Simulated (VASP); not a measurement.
# Ag in VASP: relaxation of the atoms with LDA

Aim: the relaxation of the atoms of Ag with LDA.

All numbers are computed with VASP 6.6.1; they aren't measurements. Logs are shortened: lines on timing, memory, paths and dates and some standing lists are left out, and cuts for length are marked.

**1. The cell of the first run**

The cell holds a slab with vacuum, 3 atoms: a = 2.828 Å, b = 2.828 Å, c = 20.619 Å, α = 90.00°, β = 90.00°, γ = 120.00°.

**2. Relaxation of the atoms, LDA**

Contents of INCAR:

```
SYSTEM = Ag
ALGO     = Normal         ! electronic algorithm
DIPOL    = 0.5 0.5 0.500
EDIFF    = 1E-6           ! SCF threshold, eV
EDIFFG   = -0.01          ! ionic threshold
ENCUT    = 520            ! plane-wave cutoff, eV
GGA      = CA             ! functional
IBRION   = 2              ! ionic algorithm
IDIPOL   = 3            
ISIF     = 2              ! what is computed and relaxed
ISMEAR   = -1             ! smearing method
LASPH    = .True.         ! aspherical terms in the spheres
LCHARG   = .False.        ! write CHGCAR
LDIPOL   = .True.       
LREAL    = .False.        ! projectors in reciprocal space
LWAVE    = .False.        ! write WAVECAR
NELM     = 60             ! most SCF steps
NSW      = 60             ! ionic steps
PREC     = Accurate       ! precision mode
SIGMA    = 0.05           ! smearing width, eV
```

Contents of KPOINTS:

```
k-points
0
Gamma
  13 13 1
  0 0 0
```

Contents of POSCAR:

```
Ag
1.0
    2.8284417087      0.0000000000      0.0000000000
   -1.4142208543      2.4495023729      0.0000000000
    0.0000000000      0.0000000000     20.6188000000
Ag
3
Direct
    0.1666666665      0.3333333335      0.3879947920
    0.5000000005      0.9999999995      0.4999999997
    0.8333333335      0.6666666665      0.6120052080
```

Potentials or basis: VASP PAW LDA potentials, release 64 (Ag).

On the command line:

```sh
$ cat potpaw_LDA.64/Ag/POTCAR > POTCAR
$ mpirun -np 1 vasp_std > vasp.out
```

OUTCAR:

```text
SYSTEM = Ag
   EDIFF = 1E-6
   EDIFFG = -0.01
   ENCUT = 520
   GGA = CA
   IBRION = 2
   ISIF = 2
   ISMEAR = -1
   LASPH = .True.
   LREAL = .False.
   NELM = 60
   NSW = 60
   PREC = Accurate

 ion  position               nearest neighbor table
   1  0.167  0.333  0.388-   2 2.83   2 2.83   2 2.83
   2  0.500  1.000  0.500-   1 2.83   1 2.83   1 2.83   3 2.83   3 2.83   3 2.83
   3  0.833  0.667  0.612-   2 2.83   2 2.83   2 2.83

  LATTYP: Found a hexagonal cell.
 ALAT       =     2.8284417087
 C/A-ratio  =     7.2898090622

  Lattice vectors:

 A1 = (   2.8284417087,   0.0000000000,   0.0000000000)
 A2 = (  -1.4142208543,   2.4495023729,   0.0000000000)
 A3 = (   0.0000000000,   0.0000000000,  20.6188000000)

Analysis of symmetry for initial positions (statically):
=====================================================================
 Subroutine PRICEL returns:
 Original cell was already a primitive cell.

 Routine SETGRP: Setting up the symmetry group for a
 hexagonal supercell.

 Subroutine GETGRP returns: Found 12 space group operations
 (whereof  4 operations were pure point group operations)
 out of a pool of 24 trial point group operations.

The static configuration has the point symmetry C_2h.
 The point group associated with its full space group is D_3d.

Analysis of symmetry for dynamics (positions and initial velocities):
=====================================================================
 Subroutine PRICEL returns:
 Original cell was already a primitive cell.

 Routine SETGRP: Setting up the symmetry group for a
 hexagonal supercell.

 Subroutine GETGRP returns: Found 12 space group operations
 (whereof  4 operations were pure point group operations)
 out of a pool of 24 trial point group operations.

The dynamic configuration has the point symmetry C_2h.
 The point group associated with its full space group is D_3d.

 Subroutine INISYM returns: Found 12 space group operations
 (whereof  4 operations are pure point group operations),
 and found     1 'primitive' translations

----------------------------------------------------------------------------------------

                                     Primitive cell

  volume of cell :     142.8527

  direct lattice vectors                    reciprocal lattice vectors
     2.828441709  0.000000000  0.000000000     0.353551568  0.204123093  0.000000000
    -1.414220854  2.449502373  0.000000000     0.000000000  0.408246185  0.000000000
     0.000000000  0.000000000 20.618800000     0.000000000  0.000000000  0.048499428

  length of vectors
     2.828441709  2.828441709 20.618800000     0.408246185  0.408246185  0.048499428

  position of ions in fractional coordinates (direct lattice)
     0.166666666  0.333333334  0.387994792
     0.500000001  0.999999999  0.500000000
     0.833333334  0.666666666  0.612005208

  ion indices of the primitive-cell ions
   primitive index   ion index
                 1           1
                 2           2
                 3           3

----------------------------------------------------------------------------------------

 KPOINTS: k-points

Automatic generation of k-mesh.
 Grid dimensions read from file:
 generate k-points for:   13   13    1

 Generating k-lattice:

  Cartesian coordinates                     Fractional coordinates (reciprocal lattice)
     0.027196274  0.015701776  0.000000000     0.076923077  0.000000000  0.000000000
     0.000000000  0.031403553  0.000000000     0.000000000  0.076923077  0.000000000
     0.000000000  0.000000000  0.048499428     0.000000000  0.000000000  1.000000000

  Length of vectors
     0.031403553  0.031403553  0.048499428

  Shift w.r.t. Gamma in fractional coordinates (k-lattice)
     0.000000000  0.000000000  0.000000000

 Subroutine IBZKPT returns following result:
 ===========================================

 Found     21 irreducible k-points:

 Following reciprocal coordinates:
            Coordinates               Weight
  0.000000  0.000000  0.000000      1.000000
  0.076923  0.000000  0.000000      6.000000
  0.153846  0.000000  0.000000      6.000000
  0.230769  0.000000  0.000000      6.000000
  0.307692  0.000000  0.000000      6.000000
  0.384615  0.000000  0.000000      6.000000
[... 13 lines left out ...]
  0.384615  0.230769  0.000000      6.000000
  0.307692  0.307692  0.000000      6.000000
   k-points           NKPTS =     21   k-points in BZ     NKDIM =     21   number of bands    NBANDS=     20
   number of dos      NEDOS =    301   number of ions     NIONS =      3
   total plane-waves  NPLWV =  92160
   dimension x,y,z NGX =    24 NGY =   24 NGZ =  160
   dimension x,y,z NGXF=    48 NGYF=   48 NGZF=  320
   ions per type =               3
   NGX,Y,Z   is equivalent  to a cutoff of  14.11, 14.11, 12.90 a.u.
   NGXF,Y,Z  is equivalent  to a cutoff of  28.21, 28.21, 25.80 a.u.
 SYSTEM =  Ag
   PREC   = accura    normal or accurate (medium, high low for compatibility)
   ISTART =      0    job   : 0-new  1-cont  2-samecut
   ICHARG =      2    charge: 1-file 2-atom 10-const
   ISPIN  =      1    spin polarized calculation?
   LNONCOLLINEAR =      F non collinear calculations
   LSORBIT =      F    spin-orbit coupling
   LASPH  =      T    aspherical Exc in radial PAW
   ENCUT  =  520.0 eV  38.22 Ry    6.18 a.u.   5.26  5.26 38.34*2*pi/ulx,y,z
   NELM   =     60;   NELMIN=  2; NELMDL= -5     # of ELM steps
   EDIFF  = 0.1E-05   stopping-criterion for ELM
   LREAL  =      F    real-space projection
   EDIFFG = -.1E-01   stopping-criterion for IOM
   NSW    =     60    number of steps for IOM
   IBRION =      2    ionic relax: 0-MD 1-quasi-New 2-CG
   NFREE  =      1    steps in history (QN), initial steepest desc. (CG)
   ISIF   =      2    stress and relaxation
   ISYM   =      2    0-nonsym 1-usesym 2-fastsym
   POTIM  = 0.5000    time-step for ionic-motion
   TEBEG  =    0.0;   TEEND  =   0.0 temperature during run
   PSTRESS=    0.0 pullay stress
   NELECT =      33.0000    total number of electrons
   NUPDOWN=      -1.0000    fix difference up-down
   EMIN   =  10.00;   EMAX   =-10.00  energy-range for DOS
   EFERMI =   0.00;   METHOD = LEGACY
   ISMEAR =    -1;   SIGMA  =   0.05  broadening in eV -4-tet -1-fermi 0-gaus
   EFERMI_NEDOS =   21; number of points for ismear=-14 and -15
   IALGO  =     38    algorithm
   IMIX   =      4    mixing-type and parameters
     AMIX     =   0.40;   BMIX     =  1.00
     AMIX_MAG =   1.60;   BMIX_MAG =  1.00
  volume/ion in A,a.u.               =      47.62       321.34
  Fermi-wavevector in a.u.,A,eV,Ry     =   1.004500  1.898230 13.728557  1.009020
  Thomas-Fermi vector in A             =   2.137120
   LORBIT       =      0    0 simple, 1 ext, 2 COOP (PROOUT), +10 PAW based schemes
   GGA     = CA    functional components
   LHFCALC =     F    Hartree Fock is set to
   AEXX    =    0.0000 exact exchange contribution
   IVDW    =     0    specifies the selected vdW correction
   LEPSILON=     F    determine dielectric tensor
   LRPA    =     F    only Hartree local field effects (RPA)
 conjugate gradient relaxation of ions
 non-spin polarized calculation
  energy-cutoff  :      520.00
  volume of cell :      142.85
 maximum number of plane-waves:      3878
 NGX is ok and might be reduce to    24
   NGX = 11   NGY = 11   NGZ = 77

 dipolmoment           0.000000      0.000000     -0.000000 electrons x Angstroem

--------------------------------------- Ionic step        1  -------------------------------------------

 number of electron      33.0000007 magnetization

 Free energy of the ion-electron system (eV)
  ---------------------------------------------------
  ext. energy  EPLUGINS =         0.00000000
  ---------------------------------------------------
  free energy    TOTEN  =       -10.37581241 eV

  energy without entropy =      -10.37308147  energy(sigma->0) =      -10.37444694

------------------------ aborting loop because EDIFF is reached ----------------------------------------

  FORCE on cell =-STRESS in cart. coord.  units (eV):
  Direction    XX          YY          ZZ          XY          YZ          ZX
  --------------------------------------------------------------------------------------
  -------------------------------------------------------------------------------------
  Total       -1.6736032     -1.6736032     -0.1321227     -0.0000000      0.0000000      0.0000000
  in kB      -18.7704462    -18.7704462     -1.4818345     -0.0000000      0.0000000      0.0000000
  external PRESSURE =     -13.0075756 kB  Pullay stress =       0.0000000 kB
[... 96 lines left out ...]
  energy  without entropy=      -10.3731333749  energy(sigma->0) =      -10.37450894

--------------------------------------- Ionic step        4  -------------------------------------------

 number of electron      33.0000006 magnetization

 dipolmoment           0.000000      0.000000      0.000000 electrons x Angstroem

 Free energy of the ion-electron system (eV)
  ---------------------------------------------------
  ext. energy  EPLUGINS =         0.00000000
  ---------------------------------------------------
  free energy    TOTEN  =       -10.37591875 eV

  energy without entropy =      -10.37315292  energy(sigma->0) =      -10.37453584

 E-fermi :  -0.1133     XC(G=0):  -5.2430

 val. band max:       -0.1608095252   @ k =   0.2308   0.0000   0.0000
 cond. band min:      -0.0012917735   @ k =   0.0000   0.0000   0.0000
 fundamental gap:      0.1595177516
 Fermi energy:        -0.1132868218

 k-point     1 :       0.0000    0.0000    0.0000
  band No.  band energies     occupation
      1      -7.9131      2.00000
      2      -6.8398      2.00000
      3      -6.7158      2.00000
      4      -5.2105      2.00000
      5      -5.1805      2.00000
      6      -5.1805      2.00000
[... 12 lines left out ...]
     19      -0.0013      0.19245
[... 446 lines left out ...]
      6      -5.0794      2.00000
[... 12 lines left out ...]
     19       4.4330      0.00000
     20       5.9834      0.00000

------------------------ aborting loop because EDIFF is reached ----------------------------------------

 vacuum level on the upper side and lower side of the slab       (xc-potential included)        -0.152        -0.152

  FORCE on cell =-STRESS in cart. coord.  units (eV):
  Direction    XX          YY          ZZ          XY          YZ          ZX
  --------------------------------------------------------------------------------------
  -------------------------------------------------------------------------------------
  Total       -1.6510206     -1.6510206     -0.0751618     -0.0000000     -0.0000000     -0.0000000
  in kB      -18.5171693    -18.5171693     -0.8429835     -0.0000000     -0.0000000     -0.0000000
  external PRESSURE =     -12.6257741 kB  Pullay stress =       0.0000000 kB

 VOLUME and BASIS-vectors are now :
 -----------------------------------------------------------------------------
  energy-cutoff  :      520.00
  volume of cell :      142.85
      direct lattice vectors                 reciprocal lattice vectors
     2.828441709  0.000000000  0.000000000     0.353551568  0.204123093  0.000000000
    -1.414220854  2.449502373  0.000000000     0.000000000  0.408246185  0.000000000
     0.000000000  0.000000000 20.618800000     0.000000000  0.000000000  0.048499428
[... 9 lines left out ...]
  FREE ENERGIE OF THE ION-ELECTRON SYSTEM (eV)
  ---------------------------------------------------
  free  energy   TOTEN  =       -10.3759187486 eV

  energy  without entropy=      -10.3731529227  energy(sigma->0) =      -10.37453584

 reached required accuracy - stopping structural energy minimisation

 vacuum level on the upper side and lower side of the slab         4.627         4.627
```

Run time: 48 s. Hardware: 1 thread of Intel Xeon 6975P-C (Granite Rapids), shared host; peak memory 0.24 GiB.

What came out:

- Free energy: -10.3759 eV
- Energy gained by relaxing: 0.0 meV/atom
- Ionic steps: 4
- Largest force after relaxing: 0.008 eV/Å
- Band gap on the k mesh: zero (an odd number of electrons rules out a gap without spin polarisation)

Forces in eV/Å, atoms in the order of the input:
```
Ag   0.000  0.000  0.008
Ag   0.000  0.000  0.000
Ag   0.000  0.000 -0.008
```

Step by step:
| step | energy change (eV) | largest force (eV/Å) | pressure (GPa) |
| --- | --- | --- | --- |
| 1 | 0.0000 | 0.0236 | -1.30 |
| 2 | 0.0000 | 0.0158 | -1.29 |
| 3 | -0.0001 | 0.0146 | -1.28 |
| 4 | -0.0001 | 0.0081 | -1.26 |

Final structure:
```xyz
3
Lattice="2.8284 0.0000 0.0000 -1.4142 2.4495 0.0000 0.0000 0.0000 20.6188" Properties=species:S:1:pos:R:3 pbc="T T T"
Ag    0.0000    0.8165    8.0030
Ag    0.0000    2.4495   10.3094
Ag    1.4142    1.6330   12.6158
```

Levels at points of the mesh, in eV from the Fermi level:
| k point | band 13 | band 14 | band 15 | band 16 | band 17 | band 18 | band 19 | band 20 |
| --- | --- | --- | --- | --- | --- | --- | --- | --- |
| (0.00, 0.00, 0.00) | -3.91 | -3.53 | -3.53 | -3.15 | -3.15 | -1.60 | 0.11 | 4.33 |
